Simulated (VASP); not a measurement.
# Au (Fm-3m) in VASP: notebook, part 2 of 2

VASP 6.6.1. Earlier steps stand in the parts before.

### 3 Single point, PBE

Contents of INCAR:

```
PREC = Accurate
ENCUT = 520
EDIFF = 1E-6
ISMEAR = -1
SIGMA = 0.06
LREAL = F
LASPH = T
NELM = 60
ALGO = Normal
ISIF = 2
LWAVE = F
LCHARG = T
GGA = PE
LELF = T
LVHAR = T
NBANDS = 12
```

Contents of KPOINTS:

```
regular mesh
0
Gamma
  12 12 12
```

Contents of POSCAR:

```
Au
1.0
    0.0000000000      2.0967585000      2.0967585000
    2.0967585000      0.0000000000      2.0967585000
    2.0967585000      2.0967585000      0.0000000000
Au
1
Direct
    0.0000000000      0.0000000000      0.0000000000
```

Potentials or basis: VASP PAW PBE potentials, release 64 (Au).

Launch:

```sh
$ cat potpaw_PBE.64/Au/POTCAR > POTCAR
$ mpirun -np 1 vasp_std > vasp.out
```

OUTCAR:

```text
PREC = Accurate
   ENCUT = 520
   EDIFF = 1E-6
   ISMEAR = -1
   LREAL = F
   LASPH = T
   NELM = 60
   ISIF = 2
   GGA = PE

 ion  position               nearest neighbor table
   1  0.000  0.000  0.000-

  LATTYP: Found a face centered cubic cell.
 ALAT       =     4.1935170000

  Lattice vectors:

 A1 = (   0.0000000000,   2.0967585000,   2.0967585000)
 A2 = (   2.0967585000,   0.0000000000,   2.0967585000)
 A3 = (   2.0967585000,   2.0967585000,   0.0000000000)

Analysis of symmetry for initial positions (statically):
=====================================================================
 Subroutine PRICEL returns:
 Original cell was already a primitive cell.

 Routine SETGRP: Setting up the symmetry group for a
 face centered cubic supercell.

 Subroutine GETGRP returns: Found 48 space group operations
 (whereof 48 operations were pure point group operations)
 out of a pool of 48 trial point group operations.

The static configuration has the point symmetry O_h .

Analysis of symmetry for dynamics (positions and initial velocities):
=====================================================================
 Subroutine PRICEL returns:
 Original cell was already a primitive cell.

 Routine SETGRP: Setting up the symmetry group for a
 face centered cubic supercell.

 Subroutine GETGRP returns: Found 48 space group operations
 (whereof 48 operations were pure point group operations)
 out of a pool of 48 trial point group operations.

The dynamic configuration has the point symmetry O_h .

 Subroutine INISYM returns: Found 48 space group operations
 (whereof 48 operations are pure point group operations),
 and found     1 'primitive' translations

----------------------------------------------------------------------------------------

                                     Primitive cell

  volume of cell :      18.4364

  direct lattice vectors                    reciprocal lattice vectors
     0.000000000  2.096758500  2.096758500    -0.238463323  0.238463323  0.238463323
     2.096758500  0.000000000  2.096758500     0.238463323 -0.238463323  0.238463323
     2.096758500  2.096758500  0.000000000     0.238463323  0.238463323 -0.238463323

  length of vectors
     2.965264308  2.965264308  2.965264308     0.413030592  0.413030592  0.413030592

  position of ions in fractional coordinates (direct lattice)
     0.000000000  0.000000000  0.000000000

  ion indices of the primitive-cell ions
   primitive index   ion index
                 1           1

----------------------------------------------------------------------------------------

 KPOINTS: regular mesh

Automatic generation of k-mesh.
 Grid dimensions read from file:
 generate k-points for:   12   12   12

 Generating k-lattice:

  Cartesian coordinates                     Fractional coordinates (reciprocal lattice)
    -0.019871944  0.019871944  0.019871944     0.083333333  0.000000000  0.000000000
     0.019871944 -0.019871944  0.019871944     0.000000000  0.083333333  0.000000000
     0.019871944  0.019871944 -0.019871944     0.000000000  0.000000000  0.083333333

  Length of vectors
     0.034419216  0.034419216  0.034419216

  Shift w.r.t. Gamma in fractional coordinates (k-lattice)
     0.000000000  0.000000000  0.000000000

 Subroutine IBZKPT returns following result:
 ===========================================

 Found     72 irreducible k-points:

 Following reciprocal coordinates:
            Coordinates               Weight
  0.000000  0.000000  0.000000      1.000000
  0.083333  0.000000  0.000000      8.000000
  0.166667  0.000000  0.000000      8.000000
  0.250000  0.000000  0.000000      8.000000
  0.333333  0.000000  0.000000      8.000000
  0.416667  0.000000  0.000000      8.000000
[... 16 lines left out ...]
  0.500000  0.166667  0.000000     24.000000
 -0.416667  0.166667  0.000000     24.000000
 [... further k-points ...]
   k-points           NKPTS =     72   k-points in BZ     NKDIM =     72   number of bands    NBANDS=     12
   number of dos      NEDOS =    301   number of ions     NIONS =      1
   total plane-waves  NPLWV =  13824
   dimension x,y,z NGX =    24 NGY =   24 NGZ =   24
   dimension x,y,z NGXF=    48 NGYF=   48 NGZF=   48
   ions per type =               1
   NGX,Y,Z   is equivalent  to a cutoff of  13.46, 13.46, 13.46 a.u.
   NGXF,Y,Z  is equivalent  to a cutoff of  26.91, 26.91, 26.91 a.u.
 SYSTEM =  unknown system
   PREC   = accura    normal or accurate (medium, high low for compatibility)
   ISTART =      0    job   : 0-new  1-cont  2-samecut
   ICHARG =      2    charge: 1-file 2-atom 10-const
   ISPIN  =      1    spin polarized calculation?
   LNONCOLLINEAR =      F non collinear calculations
   LSORBIT =      F    spin-orbit coupling
   LASPH  =      T    aspherical Exc in radial PAW
   ENCUT  =  520.0 eV  38.22 Ry    6.18 a.u.   5.51  5.51  5.51*2*pi/ulx,y,z
   NELM   =     60;   NELMIN=  2; NELMDL= -5     # of ELM steps
   EDIFF  = 0.1E-05   stopping-criterion for ELM
   LREAL  =      F    real-space projection
   EDIFFG = 0.1E-04   stopping-criterion for IOM
   NSW    =      0    number of steps for IOM
   IBRION =     -1    ionic relax: 0-MD 1-quasi-New 2-CG
   NFREE  =      0    steps in history (QN), initial steepest desc. (CG)
   ISIF   =      2    stress and relaxation
   ISYM   =      2    0-nonsym 1-usesym 2-fastsym
   POTIM  = 0.5000    time-step for ionic-motion
   TEBEG  =    0.0;   TEEND  =   0.0 temperature during run
   PSTRESS=    0.0 pullay stress
   NELECT =      11.0000    total number of electrons
   NUPDOWN=      -1.0000    fix difference up-down
   EMIN   =  10.00;   EMAX   =-10.00  energy-range for DOS
   EFERMI =   0.00;   METHOD = LEGACY
   ISMEAR =    -1;   SIGMA  =   0.06  broadening in eV -4-tet -1-fermi 0-gaus
   EFERMI_NEDOS =   21; number of points for ismear=-14 and -15
   IALGO  =     38    algorithm
   IMIX   =      4    mixing-type and parameters
     AMIX     =   0.40;   BMIX     =  1.00
     AMIX_MAG =   1.60;   BMIX_MAG =  1.00
  volume/ion in A,a.u.               =      18.44       124.41
  Fermi-wavevector in a.u.,A,eV,Ry     =   1.378206  2.604431 25.843592  1.899450
  Thomas-Fermi vector in A             =   2.503288
   LORBIT       =      0    0 simple, 1 ext, 2 COOP (PROOUT), +10 PAW based schemes
   GGA     = PE    functional components
   LHFCALC =     F    Hartree Fock is set to
   AEXX    =    0.0000 exact exchange contribution
   IVDW    =     0    specifies the selected vdW correction
   LEPSILON=     F    determine dielectric tensor
   LRPA    =     F    only Hartree local field effects (RPA)
 non-spin polarized calculation
  energy-cutoff  :      520.00
  volume of cell :       18.44
 maximum number of plane-waves:       531
 NGX is ok and might be reduce to    24
   NGX = 11   NGY = 11   NGZ = 11

 number of electron      11.0000000 magnetization

 Free energy of the ion-electron system (eV)
  ---------------------------------------------------
  ext. energy  EPLUGINS =         0.00000000
  ---------------------------------------------------
  free energy    TOTEN  =        -3.20946277 eV

  energy without entropy =       -3.20463424  energy(sigma->0) =       -3.20704851

 E-fermi :   8.1652     XC(G=0): -12.2494

 val. band max:        8.0558134755   @ k =   0.5000   0.3333   0.1667
 cond. band min:       8.2317137851   @ k =   0.5000   0.0833   0.0000
 fundamental gap:      0.1759003097
 Fermi energy:         8.1652410318

 k-point     1 :       0.0000    0.0000    0.0000
  band No.  band energies     occupation
      1      -0.8349      2.00000
      2       3.9271      2.00000
      3       3.9271      2.00000
      4       3.9271      2.00000
      5       5.2446      2.00000
      6       5.2446      2.00000
      7      22.8173      0.00000
      8      26.3633      0.00000
      9      26.3633      0.00000
     10      26.3633      0.00000
     11      31.0261      0.00000
     12      34.8611      0.00000

 k-point     2 :       0.0833    0.0000    0.0000
  band No.  band energies     occupation
      1      -0.6104      2.00000
      2       3.8628      2.00000
      3       3.9986      2.00000
      4       3.9986      2.00000
      5       5.2157      2.00000
      6       5.2157      2.00000
      7      23.0275      0.00000
      8      24.9445      0.00000
      9      26.5900      0.00000
     10      26.5900      0.00000
     11      31.5994      0.00000
     12      33.4739      0.00000
[... 316 lines left out ...]
 k-point    24 :      -0.4167    0.1667    0.0000
  band No.  band energies     occupation
      1       2.1841      2.00000
      2       3.5921      2.00000
      3       4.3483      2.00000
      4       4.7936      2.00000
      5       6.1028      2.00000
      6       9.4299      0.00000
      7      11.4397      0.00000
      8      20.5348      0.00000
      9      23.5591      0.00000
     10      23.7907      0.00000
     11      32.0111      0.00000
     12      32.6026      0.00000

 [... further k-points ...]
[... 5 lines left out ...]
  --------------------------------------------------------------------------------------
  -------------------------------------------------------------------------------------
  Total       -0.3845423     -0.3845423     -0.3845423     -0.0000000     -0.0000000      0.0000000
  in kB      -33.4179250    -33.4179250    -33.4179250     -0.0000000     -0.0000000      0.0000000
  external PRESSURE =     -33.4179250 kB  Pullay stress =       0.0000000 kB

 VOLUME and BASIS-vectors are now :
 -----------------------------------------------------------------------------
  energy-cutoff  :      520.00
  volume of cell :       18.44
      direct lattice vectors                 reciprocal lattice vectors
     0.000000000  2.096758500  2.096758500    -0.238463323  0.238463323  0.238463323
     2.096758500  0.000000000  2.096758500     0.238463323 -0.238463323  0.238463323
     2.096758500  2.096758500  0.000000000     0.238463323  0.238463323 -0.238463323

 POSITION                                       TOTAL-FORCE (eV/Angst)
 -----------------------------------------------------------------------------------
      0.00000      0.00000      0.00000         0.000000      0.000000      0.000000
 -----------------------------------------------------------------------------------
    total drift:                               -0.000000      0.000000      0.000000

  FREE ENERGIE OF THE ION-ELECTRON SYSTEM (eV)
  ---------------------------------------------------
  free  energy   TOTEN  =        -3.2094627726 eV

  energy  without entropy=       -3.2046342430  energy(sigma->0) =       -3.20704851
```

Run time: 11 s. Hardware: 1 thread of Intel Xeon Platinum 8559C (Emerald Rapids), shared host; peak memory 0.14 GiB.

What came out:

```
Free energy : -3.2095 eV
Pressure    : -3.3 GPa
```

Levels at points of the mesh, in eV from the Fermi level:
```csv
k point,band 2,band 3,band 4,band 5,band 6,band 7,band 8,band 9,band 10,band 11
"(0.00, 0.00, 0.00)",-4.24,-4.24,-4.24,-2.92,-2.92,14.65,18.20,18.20,18.20,22.86
"(0.50, 0.00, 0.00)",-4.27,-4.27,-1.88,-1.88,-0.55,2.72,14.09,16.58,16.58,23.82
"(0.50, 0.50, 0.00)",-6.04,-1.92,-1.60,-1.60,1.29,5.21,9.83,9.83,16.42,18.82
```

Caveat: spin-orbit coupling is left out, which moves the levels of the heavy elements.

### 4 Single point, PBEsol

Contents of INCAR:

```
SYSTEM = Au
PREC = Accurate
ENCUT = 520
EDIFF = 1E-7
ISMEAR = -1
SIGMA = 0.06
LREAL = .FALSE.
LASPH = .TRUE.
NELM = 60
ALGO = Normal
ISIF = 2
LWAVE = .FALSE.
LCHARG = .FALSE.
GGA = PS
NBANDS = 12
```

Contents of KPOINTS:

```
regular mesh
0
G
  12 12 12
  0 0 0
```

POSCAR is that of step 3.

Potentials or basis: VASP PAW PBE potentials, release 64 (Au).

Launch:

```sh
$ cat potpaw_PBE.64/Au/POTCAR > POTCAR
$ mpirun -np 1 vasp_std > vasp.out
```

OUTCAR:

```text
SYSTEM = Au
   PREC = Accurate
   ENCUT = 520
   EDIFF = 1E-7
   ISMEAR = -1
   LREAL = .FALSE.
   LASPH = .TRUE.
   NELM = 60
   ISIF = 2
   GGA = PS

 ion  position               nearest neighbor table
   1  0.000  0.000  0.000-

  LATTYP: Found a face centered cubic cell.
 ALAT       =     4.1935170000

  Lattice vectors:

 A1 = (   0.0000000000,   2.0967585000,   2.0967585000)
 A2 = (   2.0967585000,   0.0000000000,   2.0967585000)
 A3 = (   2.0967585000,   2.0967585000,   0.0000000000)

Analysis of symmetry for initial positions (statically):
[... 531 lines left out ...]
      7      11.2147      0.00000
      8      20.2947      0.00000
      9      23.3238      0.00000
     10      23.5481      0.00000
     11      31.7822      0.00000
     12      32.3775      0.00000

 [... further k-points ...]
[... 5 lines left out ...]
  --------------------------------------------------------------------------------------
  -------------------------------------------------------------------------------------
  Total       -1.2806758     -1.2806758     -1.2806758     -0.0000000     -0.0000000     -0.0000000
  in kB     -111.2947165   -111.2947165   -111.2947165     -0.0000000     -0.0000000     -0.0000000
  external PRESSURE =    -111.2947165 kB  Pullay stress =       0.0000000 kB

 VOLUME and BASIS-vectors are now :
 -----------------------------------------------------------------------------
  energy-cutoff  :      520.00
  volume of cell :       18.44
      direct lattice vectors                 reciprocal lattice vectors
     0.000000000  2.096758500  2.096758500    -0.238463323  0.238463323  0.238463323
     2.096758500  0.000000000  2.096758500     0.238463323 -0.238463323  0.238463323
     2.096758500  2.096758500  0.000000000     0.238463323  0.238463323 -0.238463323

 POSITION                                       TOTAL-FORCE (eV/Angst)
 -----------------------------------------------------------------------------------
      0.00000      0.00000      0.00000         0.000000     -0.000000      0.000000
 -----------------------------------------------------------------------------------
    total drift:                                0.000000      0.000000     -0.000000

  FREE ENERGIE OF THE ION-ELECTRON SYSTEM (eV)
  ---------------------------------------------------
  free  energy   TOTEN  =        -3.8627773388 eV

  energy  without entropy=       -3.8577273538  energy(sigma->0) =       -3.86025235
```

Wall time 9.1 s (1 thread of Intel Xeon Platinum 8559C (Emerald Rapids), shared host); peak memory 0.14 GiB.

Results:

```
Free energy : -3.8628 eV
Pressure    : -11.1 GPa
```

Levels at points of the mesh, in eV from the Fermi level:
```tsv
k point	band 2	band 3	band 4	band 5	band 6	band 7	band 8	band 9	band 10	band 11
(0.00, 0.00, 0.00)	-4.21	-4.21	-4.21	-2.88	-2.88	14.64	18.18	18.18	18.18	22.81
(0.50, 0.00, 0.00)	-4.23	-4.23	-1.83	-1.83	-0.60	2.72	14.06	16.56	16.56	23.79
(0.50, 0.50, 0.00)	-6.02	-1.87	-1.55	-1.55	1.24	5.20	9.79	9.79	16.39	18.81
```

Caveat: the PAW data sets were made with another functional, which shifts forces and pressure a little; spin-orbit coupling is left out, which moves the levels of the heavy elements.

### 5 The runs side by side

```tsv
level	potentials or basis	gap on the mesh (eV)	pressure (GPa)
LDA	VASP PAW LDA potentials, release 64 (Au)	none	-14.6
PBE	VASP PAW PBE potentials, release 64 (Au)	none	-3.3
PBEsol	VASP PAW PBE potentials, release 64 (Au)	none	-11.1
```

Alike in all rows: task single point; no spin polarisation; cell as given; k mesh 12 × 12 × 12; cutoff (eV) 520; smearing fermi-dirac 0.06 eV.

Caveats: spin-orbit coupling is left out, which moves the levels of the heavy elements; the PAW data sets were made with another functional, which shifts forces and pressure a little (some runs).

Total energies depend on the potentials used, so only differences within one code and one set of settings carry meaning.
